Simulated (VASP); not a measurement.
Set up this calculation in VASP 6.6.1, as the native input.

| Item | Value |
| --- | --- |
| Task | single point |
| Functional | PBE |
| Potentials or basis | VASP PAW PBE potentials, release 64 (Hf_pv) |
| Cutoff | 520 eV |
| k mesh | 11 × 11 × 3 |
| Occupations | fermi-dirac, width 0.1 eV |
| Spin | no spin polarisation |
| Dipole correction | no |
| Further INCAR settings | ALGO = Normal; EDIFF = 1e-06; NBANDS = 28 |

The structure of Hf lies in POSCAR:

```
Hf
1.0
    3.1997158515      0.0000000000      0.0000000000
   -1.5998579257      2.7710352123      0.0000000000
    0.0000000000      0.0000000000     10.2336612386
Hf
4
Direct
    1.0000000000      1.0000000000      1.0000000000
    1.0000000000      1.0000000000      0.5000000000
    0.3333333333      0.6666666667      0.2500000000
    0.6666666667      0.3333333333      0.7500000000
```

The input as run:

INCAR

```
PREC     = Accurate       # precision mode
ENCUT    = 520            # plane-wave cutoff, eV
EDIFF    = 1E-6           # SCF threshold, eV
ISMEAR   = -1             # smearing method
SIGMA    = 0.1            # smearing width, eV
LREAL    = False          # projectors in reciprocal space
LASPH    = True           # aspherical terms in the spheres
NELM     = 80             # most SCF steps
ALGO     = Normal         # electronic algorithm
ISIF     = 2              # what is computed and relaxed
LWAVE    = False          # write WAVECAR
LCHARG   = False          # write CHGCAR
GGA      = PE             # functional
NBANDS   = 28             # bands
```

KPOINTS

```
regular mesh
0
Gamma
  11 11 3
```

Potentials or basis: VASP PAW PBE potentials, release 64 (Hf_pv).

Run with:

```console
$ cat potpaw_PBE.64/Hf_pv/POTCAR > POTCAR
$ mpirun -np 1 vasp_std > vasp.out
```

It gave:

```
Pressure               : -0.4 GPa
Band gap on the k mesh : zero (bands 20 and 21 overlap by 1.58 eV)
```

Caveat: spin-orbit coupling is left out, which moves the levels of the heavy elements.

Wall time 26 s on 1 thread of Intel(R) Xeon(R) 6975P-C (Granite Rapids) (shared host), peak memory 0.23 GiB.
